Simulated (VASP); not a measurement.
# Hf (P6_3/mmc) in VASP: a series of runs

Runs on Hf. Level: PBEsol. Tasks: single point.

Program: VASP 6.6.1. These are calculated values, not measurements. Logs are shortened: lines on timing, memory, paths and dates and some standing lists are left out, and cuts for length are marked.

## Step 1: The cell of the first run

The structure is hexagonal, space group P6_3/mmc (No. 194). Conventional cell: a = 3.161 Å, b = 3.161 Å, c = 4.994 Å, α = 90.00°, β = 90.00°, γ = 120.00°. Within 4.1 Å of Hf (site symmetry -6m2) lie 12 Hf at 3.09 to 3.16 Å.

## Step 2: Single point, PBEsol

INCAR

```
SYSTEM = Hf
ALGO = Normal
EDIFF = 1E-6
ENCUT = 520
GGA = PS
ISIF = 2
ISMEAR = 0
LASPH = .True.
LCHARG = .False.
LREAL = .False.
LWAVE = .False.
NBANDS = 17
NELM = 60
PREC = Accurate
SIGMA = 0.05
```

KPOINTS

```
k-points
0
Gamma
  16 16 10
  0 0 0
```

POSCAR

```
Hf
1.0
    3.1607701770      0.0000000000      0.0000000000
   -1.5803850885      2.7373072688      0.0000000000
    0.0000000000      0.0000000000      4.9936881195
Hf
2
Direct
    0.3333333333      0.6666666667      0.2500000000
    0.6666666667      0.3333333333      0.7500000000
```

Potentials or basis: VASP PAW PBE potentials, release 64 (Hf_pv).

Launch:

```sh
> cat potpaw_PBE.64/Hf_pv/POTCAR > POTCAR
> mpirun -np 1 vasp_std > vasp.out
```

OUTCAR:

```text
SYSTEM = Hf
   EDIFF = 1E-6
   ENCUT = 520
   GGA = PS
   ISIF = 2
   ISMEAR = 0
   LASPH = .True.
   LREAL = .False.
   NELM = 60
   PREC = Accurate

 ion  position               nearest neighbor table
   1  0.333  0.667  0.250-   2 3.09   2 3.09   2 3.09   2 3.09   2 3.09   2 3.09
   2  0.667  0.333  0.750-   1 3.09   1 3.09   1 3.09   1 3.09   1 3.09   1 3.09

  LATTYP: Found a hexagonal cell.
 ALAT       =     3.1607701770
 C/A-ratio  =     1.5798959873

  Lattice vectors:

 A1 = (   3.1607701770,   0.0000000000,   0.0000000000)
 A2 = (  -1.5803850885,   2.7373072688,   0.0000000000)
 A3 = (   0.0000000000,   0.0000000000,   4.9936881195)

Analysis of symmetry for initial positions (statically):
=====================================================================
 Subroutine PRICEL returns:
 Original cell was already a primitive cell.

 Routine SETGRP: Setting up the symmetry group for a
 hexagonal supercell.

 Subroutine GETGRP returns: Found 24 space group operations
 (whereof 12 operations were pure point group operations)
 out of a pool of 24 trial point group operations.

The static configuration has the point symmetry D_3d.
 The point group associated with its full space group is D_6h.

Analysis of symmetry for dynamics (positions and initial velocities):
=====================================================================
 Subroutine PRICEL returns:
 Original cell was already a primitive cell.

 Routine SETGRP: Setting up the symmetry group for a
 hexagonal supercell.

 Subroutine GETGRP returns: Found 24 space group operations
 (whereof 12 operations were pure point group operations)
 out of a pool of 24 trial point group operations.

The dynamic configuration has the point symmetry D_3d.
 The point group associated with its full space group is D_6h.

 Subroutine INISYM returns: Found 24 space group operations
 (whereof 12 operations are pure point group operations),
 and found     1 'primitive' translations

----------------------------------------------------------------------------------------

                                     Primitive cell

  volume of cell :      43.2054

  direct lattice vectors                    reciprocal lattice vectors
     3.160770177  0.000000000  0.000000000     0.316378586  0.182661262  0.000000000
    -1.580385088  2.737307269  0.000000000     0.000000000  0.365322524  0.000000000
     0.000000000  0.000000000  4.993688119     0.000000000  0.000000000  0.200252794

  length of vectors
     3.160770177  3.160770177  4.993688119     0.365322524  0.365322524  0.200252794

  position of ions in fractional coordinates (direct lattice)
     0.333333333  0.666666667  0.250000000
     0.666666667  0.333333333  0.750000000

  ion indices of the primitive-cell ions
   primitive index   ion index
                 1           1
                 2           2

----------------------------------------------------------------------------------------

 KPOINTS: k-points

Automatic generation of k-mesh.
 Grid dimensions read from file:
 generate k-points for:   16   16   10

 Generating k-lattice:

  Cartesian coordinates                     Fractional coordinates (reciprocal lattice)
     0.019773662  0.011416329  0.000000000     0.062500000  0.000000000  0.000000000
     0.000000000  0.022832658  0.000000000     0.000000000  0.062500000  0.000000000
     0.000000000  0.000000000  0.020025279     0.000000000  0.000000000  0.100000000

  Length of vectors
     0.022832658  0.022832658  0.020025279

  Shift w.r.t. Gamma in fractional coordinates (k-lattice)
     0.000000000  0.000000000  0.000000000

 Subroutine IBZKPT returns following result:
 ===========================================

 Found    180 irreducible k-points:

 Following reciprocal coordinates:
            Coordinates               Weight
  0.000000  0.000000  0.000000      1.000000
  0.062500  0.000000  0.000000      6.000000
  0.125000  0.000000  0.000000      6.000000
  0.187500  0.000000  0.000000      6.000000
  0.250000  0.000000  0.000000      6.000000
  0.312500  0.000000  0.000000      6.000000
[... 16 lines left out ...]
  0.187500  0.187500  0.000000      6.000000
  0.250000  0.187500  0.000000     12.000000
 [... further k-points ...]
   k-points           NKPTS =    180   k-points in BZ     NKDIM =    180   number of bands    NBANDS=     17
   number of dos      NEDOS =    301   number of ions     NIONS =      2
   total plane-waves  NPLWV =  23040
   dimension x,y,z NGX =    24 NGY =   24 NGZ =   40
   dimension x,y,z NGXF=    48 NGYF=   48 NGZF=   80
   ions per type =               2
   NGX,Y,Z   is equivalent  to a cutoff of  12.62, 12.62, 13.32 a.u.
   NGXF,Y,Z  is equivalent  to a cutoff of  25.25, 25.25, 26.63 a.u.
 SYSTEM =  Hf
   PREC   = accura    normal or accurate (medium, high low for compatibility)
   ISTART =      0    job   : 0-new  1-cont  2-samecut
   ICHARG =      2    charge: 1-file 2-atom 10-const
   ISPIN  =      1    spin polarized calculation?
   LNONCOLLINEAR =      F non collinear calculations
   LSORBIT =      F    spin-orbit coupling
   LASPH  =      T    aspherical Exc in radial PAW
   ENCUT  =  520.0 eV  38.22 Ry    6.18 a.u.   5.88  5.88  9.28*2*pi/ulx,y,z
   NELM   =     60;   NELMIN=  2; NELMDL= -5     # of ELM steps
   EDIFF  = 0.1E-05   stopping-criterion for ELM
   LREAL  =      F    real-space projection
   EDIFFG = 0.1E-04   stopping-criterion for IOM
   NSW    =      0    number of steps for IOM
   IBRION =     -1    ionic relax: 0-MD 1-quasi-New 2-CG
   NFREE  =      0    steps in history (QN), initial steepest desc. (CG)
   ISIF   =      2    stress and relaxation
   ISYM   =      2    0-nonsym 1-usesym 2-fastsym
   POTIM  = 0.5000    time-step for ionic-motion
   TEBEG  =    0.0;   TEEND  =   0.0 temperature during run
   PSTRESS=    0.0 pullay stress
   NELECT =      20.0000    total number of electrons
   NUPDOWN=      -1.0000    fix difference up-down
   EMIN   =  10.00;   EMAX   =-10.00  energy-range for DOS
   EFERMI =   0.00;   METHOD = LEGACY
   ISMEAR =     0;   SIGMA  =   0.05  broadening in eV -4-tet -1-fermi 0-gaus
   EFERMI_NEDOS =   21; number of points for ismear=-14 and -15
   IALGO  =     38    algorithm
   IMIX   =      4    mixing-type and parameters
     AMIX     =   0.40;   BMIX     =  1.00
     AMIX_MAG =   1.60;   BMIX_MAG =  1.00
  volume/ion in A,a.u.               =      21.60       145.78
  Fermi-wavevector in a.u.,A,eV,Ry     =   1.266404  2.393156 21.820732  1.603779
  Thomas-Fermi vector in A             =   2.399606
   LORBIT       =      0    0 simple, 1 ext, 2 COOP (PROOUT), +10 PAW based schemes
   GGA     = PS    functional components
   LHFCALC =     F    Hartree Fock is set to
   AEXX    =    0.0000 exact exchange contribution
   IVDW    =     0    specifies the selected vdW correction
   LEPSILON=     F    determine dielectric tensor
   LRPA    =     F    only Hartree local field effects (RPA)
 non-spin polarized calculation
 Gauss-broadening in eV      SIGMA  =   0.05
  energy-cutoff  :      520.00
  volume of cell :       43.21
 maximum number of plane-waves:      1194
 NGX is ok and might be reduce to    24
   NGX = 11   NGY = 11   NGZ = 19

 number of electron      19.9999996 magnetization

 Free energy of the ion-electron system (eV)
  ---------------------------------------------------
  ext. energy  EPLUGINS =         0.00000000
  ---------------------------------------------------
  free energy    TOTEN  =       -21.00729605 eV

  energy without entropy =      -21.00522385  energy(sigma->0) =      -21.00625995

 E-fermi :   5.0063     XC(G=0): -11.5521

 val. band max:        4.9917516131   @ k =   0.3125   0.1875   0.5000
 cond. band min:       5.0063809113   @ k =   0.3750   0.2500   0.3000
 fundamental gap:      0.0146292982
 Fermi energy:         5.0063168642

 k-point     1 :       0.0000    0.0000    0.0000
  band No.  band energies     occupation
      1     -26.0111      2.00000
      2     -25.1681      2.00000
      3     -25.1681      2.00000
      4     -25.0269      2.00000
      5     -25.0233      2.00000
      6     -25.0233      2.00000
[... 9 lines left out ...]
     16       7.6811      0.00000
     17      10.5153      0.00000

 k-point     2 :       0.0625    0.0000    0.0000
  band No.  band energies     occupation
      1     -25.9996      2.00000
      2     -25.1928      2.00000
      3     -25.1764      2.00000
      4     -25.0494      2.00000
      5     -25.0322      2.00000
      6     -25.0264      2.00000
[... 9 lines left out ...]
     16       7.5600      0.00000
     17      10.6164      0.00000

 k-point     3 :       0.1250    0.0000    0.0000
  band No.  band energies     occupation
      1     -25.9660      2.00000
      2     -25.2629      2.00000
      3     -25.1996      2.00000
      4     -25.1226      2.00000
      5     -25.0481      2.00000
      6     -25.0360      2.00000
[... 9 lines left out ...]
     16       7.4758      0.00000
     17      10.8568      0.00000

 k-point     4 :       0.1875    0.0000    0.0000
  band No.  band energies     occupation
      1     -25.9129      2.00000
      2     -25.3680      2.00000
      3     -25.2331      2.00000
      4     -25.2289      2.00000
      5     -25.0747      2.00000
      6     -25.0512      2.00000
[... 9 lines left out ...]
     16       8.0041      0.00000
     17      11.1300      0.00000

 k-point     5 :       0.2500    0.0000    0.0000
  band No.  band energies     occupation
      1     -25.8445      2.00000
      2     -25.4918      2.00000
      3     -25.3495      2.00000
      4     -25.2713      2.00000
      5     -25.1117      2.00000
      6     -25.0702      2.00000
[... 9 lines left out ...]
     16       8.7042      0.00000
     17      11.3672      0.00000

 k-point     6 :       0.3125    0.0000    0.0000
  band No.  band energies     occupation
      1     -25.7668      2.00000
      2     -25.6152      2.00000
      3     -25.4656      2.00000
      4     -25.3084      2.00000
      5     -25.1579      2.00000
      6     -25.0899      2.00000
[... 9 lines left out ...]
     16       9.5248      0.00000
     17      11.5423      0.00000

 k-point     7 :       0.3750    0.0000    0.0000
  band No.  band energies     occupation
      1     -25.7192      2.00000
      2     -25.6884      2.00000
      3     -25.5608      2.00000
      4     -25.3391      2.00000
      5     -25.2095      2.00000
      6     -25.1071      2.00000
[... 9 lines left out ...]
     16      10.3837      0.00000
     17      11.6551      0.00000

 k-point     8 :       0.4375    0.0000    0.0000
  band No.  band energies     occupation
      1     -25.7882      2.00000
      2     -25.6234      2.00000
      3     -25.6231      2.00000
      4     -25.3593      2.00000
      5     -25.2565      2.00000
      6     -25.1188      2.00000
[... 9 lines left out ...]
     16      11.1932      0.00000
     17      11.7159      0.00000
[... 203 lines left out ...]
      1     -25.7407      2.00000
      2     -25.6040      2.00000
      3     -25.5114      2.00000
      4     -25.3157      2.00000
      5     -25.1743      2.00000
      6     -25.1418      2.00000
[... 9 lines left out ...]
     16      10.2225      0.00000
     17      11.3183      0.00000

 k-point    20 :       0.3125    0.1250    0.0000
  band No.  band energies     occupation
      1     -25.6996      2.00000
      2     -25.6635      2.00000
      3     -25.5687      2.00000
      4     -25.3685      2.00000
      5     -25.2267      2.00000
      6     -25.1654      2.00000
[... 9 lines left out ...]
     16      11.1693      0.00000
     17      11.3854      0.00000

 k-point    21 :       0.3750    0.1250    0.0000
  band No.  band energies     occupation
      1     -25.7629      2.00000
      2     -25.6060      2.00000
      3     -25.5978      2.00000
      4     -25.4043      2.00000
      5     -25.2757      2.00000
      6     -25.1809      2.00000
[... 9 lines left out ...]
     16      11.4209      0.00000
     17      12.0016      0.00000

 k-point    22 :       0.4375    0.1250    0.0000
  band No.  band energies     occupation
      1     -25.7849      2.00000
      2     -25.6190      2.00000
      3     -25.5691      2.00000
      4     -25.4169      2.00000
      5     -25.2986      2.00000
      6     -25.1864      2.00000
[... 9 lines left out ...]
     16      11.4318      0.00000
     17      12.3825      0.00000

 k-point    23 :       0.1875    0.1875    0.0000
  band No.  band energies     occupation
      1     -25.7476      2.00000
      2     -25.5489      2.00000
      3     -25.5417      2.00000
      4     -25.2998      2.00000
      5     -25.1698      2.00000
      6     -25.1616      2.00000
[... 9 lines left out ...]
     16      10.2190      0.00000
     17      11.2216      0.00000

 k-point    24 :       0.2500    0.1875    0.0000
  band No.  band energies     occupation
      1     -25.6724      2.00000
      2     -25.6425      2.00000
      3     -25.5774      2.00000
      4     -25.3588      2.00000
      5     -25.2202      2.00000
      6     -25.2049      2.00000
[... 9 lines left out ...]
     16      11.1523      0.00000
     17      11.2223      0.00000

 [... further k-points ...]

------------------------ aborting loop because EDIFF is reached ----------------------------------------

  FORCE on cell =-STRESS in cart. coord.  units (eV):
  Direction    XX          YY          ZZ          XY          YZ          ZX
  --------------------------------------------------------------------------------------
  -------------------------------------------------------------------------------------
  Total       -0.0797388     -0.0797388     -0.1191861      0.0000000     -0.0000000     -0.0000000
  in kB       -2.9569374     -2.9569374     -4.4197577      0.0000000     -0.0000000     -0.0000000
  external PRESSURE =      -3.4445441 kB  Pullay stress =       0.0000000 kB

 VOLUME and BASIS-vectors are now :
 -----------------------------------------------------------------------------
  energy-cutoff  :      520.00
  volume of cell :       43.21
      direct lattice vectors                 reciprocal lattice vectors
     3.160770177  0.000000000  0.000000000     0.316378586  0.182661262  0.000000000
    -1.580385088  2.737307269  0.000000000     0.000000000  0.365322524  0.000000000
     0.000000000  0.000000000  4.993688119     0.000000000  0.000000000  0.200252794

 POSITION                                       TOTAL-FORCE (eV/Angst)
 -----------------------------------------------------------------------------------
     -0.00000      1.82487      1.24842        -0.000000      0.000000      0.000000
      1.58039      0.91244      3.74527         0.000000     -0.000000      0.000000
 -----------------------------------------------------------------------------------
    total drift:                               -0.000000      0.000000     -0.000000

  FREE ENERGIE OF THE ION-ELECTRON SYSTEM (eV)
  ---------------------------------------------------
  free  energy   TOTEN  =       -21.0072960472 eV

  energy  without entropy=      -21.0052238457  energy(sigma->0) =      -21.00625995
```

Run time: 49 s. Hardware: 1 thread of Intel Xeon Platinum 8488C (Sapphire Rapids), shared host; peak memory 0.24 GiB.

Results:

| Quantity | Value |
| --- | --- |
| Free energy | -21.0073 eV |
| Pressure | -0.3 GPa |
| Band gap on the k mesh | zero (band 10 reaches 6.17 eV, above the bottom of band 11 at 4.65 eV) |

Stress tensor (GPa, compression positive):
```
-0.30  0.00  0.00
 0.00 -0.30  0.00
 0.00  0.00 -0.44
```

Levels at points of the mesh, in eV from the Fermi level:
| k point | band 7 | band 8 | band 9 | band 10 | band 11 | band 12 | band 13 | band 14 |
| --- | --- | --- | --- | --- | --- | --- | --- | --- |
| (0.00, 0.00, 0.00) | -7.51 | -3.83 | 0.81 | 1.17 | 1.17 | 1.47 | 2.03 | 2.03 |
| (0.50, 0.00, 0.00) | -3.42 | -2.88 | -2.34 | -0.74 | 0.75 | 0.92 | 1.74 | 6.11 |
| (0.00, 0.00, 0.50) | -5.46 | -5.46 | 0.14 | 0.14 | 1.05 | 1.05 | 1.05 | 1.05 |
| (0.50, 0.00, 0.50) | -3.53 | -3.53 | -1.05 | -1.05 | 1.31 | 1.31 | 2.70 | 2.70 |

Caveat: the PAW data sets were made with another functional, which shifts forces and pressure a little; spin-orbit coupling is left out, which moves the levels of the heavy elements.

## Step 3: Single point, PBEsol (volume scaled by 0.840)

INCAR

```
SYSTEM = Hf
PREC = Accurate ; ENCUT = 520
EDIFF = 1E-7 ; ISMEAR = 0
SIGMA = 0.05 ; LREAL = .FALSE.
LASPH = .TRUE. ; NELM = 80
ALGO = Fast ; ISIF = 2
LWAVE = .FALSE. ; LCHARG = .FALSE.
GGA = PS ; NBANDS = 17
```

KPOINTS

```
regular mesh
0
G
  18 18 10
  0 0 0
```

POSCAR

```
Hf
1.0
    2.9692256379      0.0000000000      0.0000000000
   -1.4846128190      2.5714248320      0.0000000000
    0.0000000000      0.0000000000      4.7533537406
Hf
2
Direct
    0.3333333333      0.6666666667      0.2500000000
    0.6666666667      0.3333333333      0.7500000000
```

Potentials or basis: VASP PAW PBE potentials, release 64 (Hf_pv).

Launch:

```sh
> cat potpaw_PBE.64/Hf_pv/POTCAR > POTCAR
> mpirun -np 1 vasp_std > vasp.out
```

It took 50 s on 1 thread of Intel Xeon 6975P-C (Granite Rapids), shared host; peak memory 0.24 GiB.

It converged, with:

```yaml
Free_energy: -20.5174 eV
Pressure: 26.1 GPa
Band_gap_on_the_k_mesh: zero (band 10 reaches 7.61 eV, above the bottom of band 11 at 5.95 eV)
```

Stress tensor (GPa, compression positive):
```
26.11  0.00  0.00
 0.00 26.11  0.00
 0.00  0.00 25.93
```

Levels at points of the mesh, in eV from the Fermi level:
| k point | band 7 | band 8 | band 9 | band 10 | band 11 | band 12 | band 13 | band 14 |
| --- | --- | --- | --- | --- | --- | --- | --- | --- |
| (0.00, 0.00, 0.00) | -8.07 | -4.47 | 1.17 | 1.17 | 1.38 | 1.52 | 2.22 | 2.22 |
| (0.50, 0.00, 0.00) | -3.74 | -3.66 | -3.02 | -0.23 | 0.75 | 1.08 | 2.03 | 7.47 |
| (0.00, 0.00, 0.50) | -5.72 | -5.72 | 0.01 | 0.01 | 1.07 | 1.07 | 1.07 | 1.07 |
| (0.50, 0.00, 0.50) | -4.18 | -4.18 | -1.52 | -1.52 | 2.11 | 2.11 | 3.15 | 3.15 |

Caveat: the PAW data sets were made with another functional, which shifts forces and pressure a little; spin-orbit coupling is left out, which moves the levels of the heavy elements.
